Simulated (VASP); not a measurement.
# Lu (P6_3/mmc) in VASP: further runs

The runs below take Lu through single point, relaxation of volume and atoms at fixed shape, with LDA.

Program: VASP 6.6.1. These are calculated values, not measurements. Logs are shortened: lines on timing, memory, paths and dates and some standing lists are left out, and cuts for length are marked.

**1. The cell of the first run**

Symmetry: P6_3/mmc, No. 194, hexagonal system. Conventional cell: a = 3.361 Å, b = 3.361 Å, c = 5.325 Å, α = 90.00°, β = 90.00°, γ = 120.00°. Within 4.3 Å of Lu (site symmetry -6m2) lie 12 Lu at 3.29 to 3.36 Å.

**2. Single point, LDA**

Contents of INCAR:

```
ALGO = Normal
EDIFF = 1E-6
ENCUT = 520
GGA = CA
ISIF = 2
ISMEAR = -1
LASPH = True
LCHARG = True
LELF = True
LREAL = False
LVHAR = True
LWAVE = False
NBANDS = 32
NELM = 80
PREC = Accurate
SIGMA = 0.02
```

Contents of KPOINTS:

```
k-points
0
Gamma
  8 8 5
```

Contents of POSCAR:

```
Lu
1.0
    3.3605678547      0.0000000000      0.0000000000
   -1.6802839273      2.9103371333      0.0000000000
    0.0000000000      0.0000000000      5.3250481319
Lu
2
Direct
    0.3333333333      0.6666666667      0.2500000000
    0.6666666667      0.3333333333      0.7500000000
```

Potentials or basis: VASP PAW PBE potentials, release 64 (Lu).

On the command line:

```console
> cat potpaw_PBE.64/Lu/POTCAR > POTCAR
> mpirun -np 1 vasp_std > vasp.out
```

OUTCAR:

```text
EDIFF = 1E-6
   ENCUT = 520
   GGA = CA
   ISIF = 2
   ISMEAR = -1
   LASPH = True
   LREAL = False
   NELM = 80
   PREC = Accurate

 ion  position               nearest neighbor table
   1  0.333  0.667  0.250-   2 3.29   2 3.29   2 3.29   2 3.29   2 3.29   2 3.29
   2  0.667  0.333  0.750-   1 3.29   1 3.29   1 3.29   1 3.29   1 3.29   1 3.29

  LATTYP: Found a hexagonal cell.
 ALAT       =     3.3605678547
 C/A-ratio  =     1.5845679546

  Lattice vectors:

 A1 = (   3.3605678547,   0.0000000000,   0.0000000000)
 A2 = (  -1.6802839273,   2.9103371333,   0.0000000000)
 A3 = (   0.0000000000,   0.0000000000,   5.3250481319)

Analysis of symmetry for initial positions (statically):
=====================================================================
 Subroutine PRICEL returns:
 Original cell was already a primitive cell.

 Routine SETGRP: Setting up the symmetry group for a
 hexagonal supercell.

 Subroutine GETGRP returns: Found 24 space group operations
 (whereof 12 operations were pure point group operations)
 out of a pool of 24 trial point group operations.

The static configuration has the point symmetry D_3d.
 The point group associated with its full space group is D_6h.

Analysis of symmetry for dynamics (positions and initial velocities):
=====================================================================
 Subroutine PRICEL returns:
 Original cell was already a primitive cell.

 Routine SETGRP: Setting up the symmetry group for a
 hexagonal supercell.

 Subroutine GETGRP returns: Found 24 space group operations
 (whereof 12 operations were pure point group operations)
 out of a pool of 24 trial point group operations.

The dynamic configuration has the point symmetry D_3d.
 The point group associated with its full space group is D_6h.

 Subroutine INISYM returns: Found 24 space group operations
 (whereof 12 operations are pure point group operations),
 and found     1 'primitive' translations

----------------------------------------------------------------------------------------

                                     Primitive cell

  volume of cell :      52.0810
[... 73 lines left out ...]
   total plane-waves  NPLWV =  31360
   dimension x,y,z NGX =    28 NGY =   28 NGZ =   40
   dimension x,y,z NGXF=    56 NGYF=   56 NGZF=   80
   ions per type =               2
   NGX,Y,Z   is equivalent  to a cutoff of  13.85, 13.85, 12.49 a.u.
   NGXF,Y,Z  is equivalent  to a cutoff of  27.70, 27.70, 24.98 a.u.
 SYSTEM =  unknown system
   PREC   = accura    normal or accurate (medium, high low for compatibility)
   ISTART =      0    job   : 0-new  1-cont  2-samecut
   ICHARG =      2    charge: 1-file 2-atom 10-const
   ISPIN  =      1    spin polarized calculation?
   LNONCOLLINEAR =      F non collinear calculations
   LSORBIT =      F    spin-orbit coupling
   LASPH  =      T    aspherical Exc in radial PAW
   ENCUT  =  520.0 eV  38.22 Ry    6.18 a.u.   6.25  6.25  9.90*2*pi/ulx,y,z
   NELM   =     80;   NELMIN=  2; NELMDL= -5     # of ELM steps
   EDIFF  = 0.1E-05   stopping-criterion for ELM
   LREAL  =      F    real-space projection
   EDIFFG = 0.1E-04   stopping-criterion for IOM
   NSW    =      0    number of steps for IOM
   IBRION =     -1    ionic relax: 0-MD 1-quasi-New 2-CG
   NFREE  =      0    steps in history (QN), initial steepest desc. (CG)
   ISIF   =      2    stress and relaxation
   ISYM   =      2    0-nonsym 1-usesym 2-fastsym
   POTIM  = 0.5000    time-step for ionic-motion
   TEBEG  =    0.0;   TEEND  =   0.0 temperature during run
   PSTRESS=    0.0 pullay stress
   NELECT =      50.0000    total number of electrons
   NUPDOWN=      -1.0000    fix difference up-down
   EMIN   =  10.00;   EMAX   =-10.00  energy-range for DOS
   EFERMI =   0.00;   METHOD = LEGACY
   ISMEAR =    -1;   SIGMA  =   0.02  broadening in eV -4-tet -1-fermi 0-gaus
   EFERMI_NEDOS =   21; number of points for ismear=-14 and -15
   IALGO  =     38    algorithm
   IMIX   =      4    mixing-type and parameters
     AMIX     =   0.40;   BMIX     =  1.00
     AMIX_MAG =   1.60;   BMIX_MAG =  1.00
  volume/ion in A,a.u.               =      26.04       175.73
  Fermi-wavevector in a.u.,A,eV,Ry     =   1.614997  3.051901 35.486914  2.608215
  Thomas-Fermi vector in A             =   2.709816
   LORBIT       =      0    0 simple, 1 ext, 2 COOP (PROOUT), +10 PAW based schemes
   GGA     = CA    functional components
   LHFCALC =     F    Hartree Fock is set to
   AEXX    =    0.0000 exact exchange contribution
   IVDW    =     0    specifies the selected vdW correction
   LEPSILON=     F    determine dielectric tensor
   LRPA    =     F    only Hartree local field effects (RPA)
 non-spin polarized calculation
  energy-cutoff  :      520.00
  volume of cell :       52.08
 maximum number of plane-waves:      1414
 NGX is ok and might be reduce to    28
   NGX = 13   NGY = 13   NGZ = 19

 number of electron      49.9999997 magnetization

 Free energy of the ion-electron system (eV)
  ---------------------------------------------------
  ext. energy  EPLUGINS =         0.00000000
  ---------------------------------------------------
  free energy    TOTEN  =       -10.36768031 eV

  energy without entropy =      -10.36059760  energy(sigma->0) =      -10.36413895

 E-fermi :   2.3171     XC(G=0): -11.5444

 val. band max:        2.2956488271   @ k =   0.3750   0.2500   0.4000
 cond. band min:       2.3320189627   @ k =   0.2500   0.1250   0.4000
 fundamental gap:      0.0363701356
 Fermi energy:         2.3170603832

 k-point     1 :       0.0000    0.0000    0.0000
  band No.  band energies     occupation
      1     -53.3151      2.00000
      2     -53.2564      2.00000
      3     -24.5924      2.00000
      4     -23.9645      2.00000
      5     -23.9645      2.00000
      6     -23.8504      2.00000
[... 829 lines left out ...]
     31       8.0882      0.00000
     32       8.4957      0.00000

 [... further k-points ...]
[... 5 lines left out ...]
  --------------------------------------------------------------------------------------
  -------------------------------------------------------------------------------------
  Total        0.1786531      0.1786531     -0.1751578      0.0000000     -0.0000000     -0.0000000
  in kB        5.4959363      5.4959363     -5.3884082      0.0000000     -0.0000000     -0.0000000
  external PRESSURE =       1.8678215 kB  Pullay stress =       0.0000000 kB

 VOLUME and BASIS-vectors are now :
 -----------------------------------------------------------------------------
  energy-cutoff  :      520.00
  volume of cell :       52.08
      direct lattice vectors                 reciprocal lattice vectors
     3.360567855  0.000000000  0.000000000     0.297568757  0.171801402  0.000000000
    -1.680283927  2.910337133  0.000000000     0.000000000  0.343602804  0.000000000
     0.000000000  0.000000000  5.325048132     0.000000000  0.000000000  0.187791730

 POSITION                                       TOTAL-FORCE (eV/Angst)
 -----------------------------------------------------------------------------------
     -0.00000      1.94022      1.33126        -0.000000      0.000000      0.000000
      1.68028      0.97011      3.99379         0.000000     -0.000000      0.000000
 -----------------------------------------------------------------------------------
    total drift:                                0.000000     -0.000000      0.000000

  FREE ENERGIE OF THE ION-ELECTRON SYSTEM (eV)
  ---------------------------------------------------
  free  energy   TOTEN  =       -10.3676803080 eV

  energy  without entropy=      -10.3605975969  energy(sigma->0) =      -10.36413895
```

OSZICAR:

```text
N       E                     dE             d eps       ncg     rms          rms(c)
DAV:   1     0.226197942359E+03    0.22620E+03   -0.18835E+04  2792   0.503E+03
DAV:   2     0.181647892288E+02   -0.20803E+03   -0.19925E+03  2080   0.541E+02
DAV:   3    -0.827201613491E+01   -0.26437E+02   -0.25972E+02  2824   0.116E+02
DAV:   4    -0.106086729882E+02   -0.23367E+01   -0.23235E+01  2944   0.249E+01
DAV:   5    -0.106836094078E+02   -0.74936E-01   -0.74899E-01  2936   0.455E+00    0.531E+00
DAV:   6    -0.103998021232E+02    0.28381E+00   -0.10864E+00  2904   0.167E+01    0.209E+00
DAV:   7    -0.103714889489E+02    0.28313E-01   -0.13712E-01  2600   0.232E+00    0.588E-01
DAV:   8    -0.103673687877E+02    0.41202E-02   -0.24194E-02  3176   0.105E+00    0.163E-01
DAV:   9    -0.103677576836E+02   -0.38890E-03   -0.15134E-03  2672   0.346E-01    0.723E-02
DAV:  10    -0.103676809127E+02    0.76771E-04   -0.43381E-04  3200   0.209E-01    0.245E-02
DAV:  11    -0.103676804083E+02    0.50437E-06   -0.28712E-05  2872   0.391E-02    0.290E-03
DAV:  12    -0.103676803080E+02    0.10029E-06   -0.20956E-06  1800   0.888E-03
   1 F= -.10367680E+02 E0= -.10364139E+02  d E =-.708271E-02
```

It took 82 s on 1 thread of Intel Xeon 8259CL, shared host; peak memory 0.18 GiB.

What came out:

```yaml
Free_energy: -10.3677 eV
Pressure: 0.2 GPa
Band_gap_on_the_k_mesh: zero (band 25 reaches 3.45 eV, above the bottom of band 26 at 1.80 eV)
```

Levels at points of the mesh, in eV from the Fermi level:
```csv
k point,band 21,band 22,band 23,band 24,band 25,band 26,band 27,band 28,band 29,band 30
"(0.00, 0.00, 0.00)",-4.70,-4.68,-4.67,-2.61,1.14,2.25,2.25,2.57,3.04,3.04
"(0.50, 0.00, 0.00)",-4.70,-4.68,-2.34,-1.57,-1.03,-0.04,1.77,1.93,2.57,6.80
```

Caveat: the PAW data sets were made with another functional, which shifts forces and pressure a little; spin-orbit coupling is left out, which moves the levels of the heavy elements.

**3. Relaxation of volume and atoms at fixed shape, LDA**

This run uses another cell than the first one, of 29.50 Å³/atom, 1.133 times its volume.

Contents of INCAR:

```
SYSTEM = Lu
ALGO = Normal
EDIFF = 1E-6
EDIFFG = -0.02
ENCUT = 600
GGA = CA
IBRION = 2
ISIF = 8
ISMEAR = -1
LASPH = .True.
LCHARG = .False.
LREAL = .False.
LWAVE = .False.
NELM = 100
NSW = 80
PREC = Accurate
SIGMA = 0.02
```

Contents of KPOINTS:

```
k-points
0
Gamma
  8 8 5
  0 0 0
```

Contents of POSCAR:

```
Lu
1.0
    3.5031000000      0.0000000000      0.0000000000
   -1.7515500000      3.0337735900      0.0000000000
    0.0000000000      0.0000000000      5.5509000000
Lu
2
Direct
    0.3333333300      0.6666666700      0.2500000000
    0.6666666700      0.3333333300      0.7500000000
```

Potentials or basis: VASP PAW PBE potentials, release 64 (Lu).

On the command line:

```console
> cat potpaw_PBE.64/Lu/POTCAR > POTCAR
> mpirun -np 1 vasp_std > vasp.out
```

OUTCAR:

```text
SYSTEM = Lu
   EDIFF = 1E-6
   EDIFFG = -0.02
   ENCUT = 600
   GGA = CA
   IBRION = 2
   ISIF = 8
   ISMEAR = -1
   LASPH = .True.
   LREAL = .False.
   NELM = 100
   NSW = 80
   PREC = Accurate

 ion  position               nearest neighbor table
   1  0.333  0.667  0.250-   2 3.43   2 3.43   2 3.43   2 3.43   2 3.43   2 3.43
   2  0.667  0.333  0.750-   1 3.43   1 3.43   1 3.43   1 3.43   1 3.43   1 3.43

  LATTYP: Found a hexagonal cell.
 ALAT       =     3.5031000000
 C/A-ratio  =     1.5845679541

  Lattice vectors:

 A1 = (   3.5031000000,   0.0000000000,   0.0000000000)
 A2 = (  -1.7515500000,   3.0337735900,   0.0000000000)
 A3 = (   0.0000000000,   0.0000000000,   5.5509000000)

Analysis of symmetry for initial positions (statically):
=====================================================================
 Subroutine PRICEL returns:
 Original cell was already a primitive cell.

 Routine SETGRP: Setting up the symmetry group for a
 hexagonal supercell.

 Subroutine GETGRP returns: Found 24 space group operations
 (whereof 12 operations were pure point group operations)
 out of a pool of 24 trial point group operations.

The static configuration has the point symmetry D_3d.
 The point group associated with its full space group is D_6h.

Analysis of symmetry for dynamics (positions and initial velocities):
=====================================================================
 Subroutine PRICEL returns:
 Original cell was already a primitive cell.

 Routine SETGRP: Setting up the symmetry group for a
 hexagonal supercell.

 Subroutine GETGRP returns: Found 24 space group operations
 (whereof 12 operations were pure point group operations)
 out of a pool of 24 trial point group operations.

The dynamic configuration has the point symmetry D_3d.
 The point group associated with its full space group is D_6h.

 Subroutine INISYM returns: Found 24 space group operations
[... 117 lines left out ...]
     AMIX_MAG =   1.60;   BMIX_MAG =  1.00
  volume/ion in A,a.u.               =      29.50       199.05
  Fermi-wavevector in a.u.,A,eV,Ry     =   1.549287  2.927727 32.657919  2.400289
  Thomas-Fermi vector in A             =   2.654115
   LORBIT       =      0    0 simple, 1 ext, 2 COOP (PROOUT), +10 PAW based schemes
   GGA     = CA    functional components
   LHFCALC =     F    Hartree Fock is set to
   AEXX    =    0.0000 exact exchange contribution
   IVDW    =     0    specifies the selected vdW correction
   LEPSILON=     F    determine dielectric tensor
   LRPA    =     F    only Hartree local field effects (RPA)
 conjugate gradient relaxation of ions
 non-spin polarized calculation
  energy-cutoff  :      600.00
  volume of cell :       58.99
 maximum number of plane-waves:      1983
 NGX is ok and might be reduce to    28
   NGX = 13   NGY = 13   NGZ = 23

--------------------------------------- Ionic step        1  -------------------------------------------

 number of electron      50.0000005 magnetization

 Free energy of the ion-electron system (eV)
  ---------------------------------------------------
  ext. energy  EPLUGINS =         0.00000000
  ---------------------------------------------------
  free energy    TOTEN  =       -10.24982904 eV

  energy without entropy =      -10.24318134  energy(sigma->0) =      -10.24650519

------------------------ aborting loop because EDIFF is reached ----------------------------------------

  FORCE on cell =-STRESS in cart. coord.  units (eV):
  Direction    XX          YY          ZZ          XY          YZ          ZX
  --------------------------------------------------------------------------------------
  -------------------------------------------------------------------------------------
  Total       -1.8351512     -1.8351512     -2.2033288      0.0000000      0.0000000     -0.0000000
  in kB      -49.8406088    -49.8406087    -59.8398913      0.0000000      0.0000000     -0.0000000
  external PRESSURE =     -53.1737029 kB  Pullay stress =       0.0000000 kB
[... 95 lines left out ...]
--------------------------------------- Ionic step        4  -------------------------------------------

 number of electron      49.9999992 magnetization

 Free energy of the ion-electron system (eV)
  ---------------------------------------------------
  ext. energy  EPLUGINS =         0.00000000
  ---------------------------------------------------
  free energy    TOTEN  =       -10.36908437 eV

  energy without entropy =      -10.36225932  energy(sigma->0) =      -10.36567185

 E-fermi :   2.2864     XC(G=0): -11.5022

 val. band max:        2.2612154994   @ k =   0.3750   0.2500   0.4000
 cond. band min:       2.3047315296   @ k =   0.2500   0.1250   0.4000
 fundamental gap:      0.0435160302
 Fermi energy:         2.2864398732

 k-point     1 :       0.0000    0.0000    0.0000
  band No.  band energies     occupation
      1     -53.3638      2.00000
      2     -53.3073      2.00000
      3     -24.6288      2.00000
      4     -24.0178      2.00000
      5     -24.0178      2.00000
      6     -23.9064      2.00000
[... 781 lines left out ...]
     29       5.3600      0.00000
     30       6.4265      0.00000

 [... further k-points ...]
[... 5 lines left out ...]
  --------------------------------------------------------------------------------------
  -------------------------------------------------------------------------------------
  Total        0.0890091      0.0890091     -0.2812897      0.0000000     -0.0000000      0.0000000
  in kB        2.7160945      2.7160945     -8.5834933      0.0000000     -0.0000000      0.0000000
  external PRESSURE =      -1.0504348 kB  Pullay stress =       0.0000000 kB
[... 17 lines left out ...]
  FREE ENERGIE OF THE ION-ELECTRON SYSTEM (eV)
  ---------------------------------------------------
  free  energy   TOTEN  =       -10.3690843719 eV

  energy  without entropy=      -10.3622593222  energy(sigma->0) =      -10.36567185

 reached required accuracy - stopping structural energy minimisation
```

OSZICAR:

```text
N       E                     dE             d eps       ncg     rms          rms(c)
DAV:   1     0.264728639260E+03    0.26473E+03   -0.21175E+04  2528   0.592E+03
DAV:   2     0.221518507315E+02   -0.24258E+03   -0.23453E+03  1958   0.563E+02
DAV:   3    -0.715186962661E+01   -0.29304E+02   -0.28727E+02  2502   0.131E+02
[... 45 lines left out ...]
DAV:   5    -0.103690444614E+02   -0.53935E-03   -0.11046E-03  3322   0.147E-01    0.372E-02
DAV:   6    -0.103690767087E+02   -0.32247E-04   -0.95404E-05  2592   0.962E-02    0.104E-02
DAV:   7    -0.103690827619E+02   -0.60532E-05   -0.16394E-05  3296   0.231E-02    0.808E-03
DAV:   8    -0.103690842933E+02   -0.15314E-05   -0.36573E-06  1860   0.205E-02    0.108E-03
DAV:   9    -0.103690843719E+02   -0.78580E-07   -0.10099E-06  1282   0.549E-03
   4 F= -.10369084E+02 E0= -.10365672E+02  d E =-.119255E+00
```

CONTCAR:

```text
Lu
   1.00000000000000
     3.3696613540822633    0.0000000000000000    0.0000000000000000
    -1.6848306770411317    2.9182123328647225    0.0000000000000000
     0.0000000000000000    0.0000000000000000    5.3394573978405520
  Lu
     2
Direct
     0.3333333300000021    0.6666666699999979    0.2500000000000000
     0.6666666699999979    0.3333333300000021    0.7500000000000000

  0.00000000E+00  0.00000000E+00  0.00000000E+00
  0.00000000E+00  0.00000000E+00  0.00000000E+00
```

Run time: 6.6 min. Hardware: 1 thread of Intel Xeon 8259CL, shared host; peak memory 0.21 GiB.

Results:

| Quantity | Value |
| --- | --- |
| Free energy | -10.3691 eV |
| Relaxed volume | 26.25 Å³/atom |
| Relaxed cell | a = 3.370 Å, b = 3.370 Å, c = 5.339 Å, α = 90.00°, β = 90.00°, γ = 120.00° |
| Space group after relaxing (to 0.05 Å) | P6_3/mmc (No. 194) |
| Energy gained by relaxing | 59.6 meV/atom |
| Ionic steps | 4 |
| Pressure after relaxing | -0.1 GPa |
| Band gap on the k mesh | zero (band 25 reaches 3.39 eV, above the bottom of band 26 at 1.76 eV) |

Step by step:
```tsv
step	energy change (eV)	largest force (eV/Å)	pressure (GPa)	volume (Å³)
1	0.0000	0.0000	-5.32	58.99
2	-0.1129	0.0000	1.49	51.02
3	-0.1193	0.0000	0.13	52.36
4	-0.1193	0.0000	-0.11	52.50
```

Final structure:
```cif
data_structure
_symmetry_space_group_name_H-M 'P 1'
_symmetry_Int_Tables_number 1
_cell_length_a 3.3697
_cell_length_b 3.3697
_cell_length_c 5.3395
_cell_angle_alpha 90.000
_cell_angle_beta 90.000
_cell_angle_gamma 120.000
_cell_volume 52.50
loop_
_atom_site_label
_atom_site_type_symbol
_atom_site_fract_x
_atom_site_fract_y
_atom_site_fract_z
_atom_site_occupancy
Lu1 Lu 0.33333 0.66667 0.25000 1
Lu2 Lu 0.66667 0.33333 0.75000 1
```

Caveat: the PAW data sets were made with another functional, which shifts forces and pressure a little; spin-orbit coupling is left out, which moves the levels of the heavy elements; the volume moved by -11 % from the deposited cell, more than functionals usually miss. LDA usually gives volumes a few per cent too small.
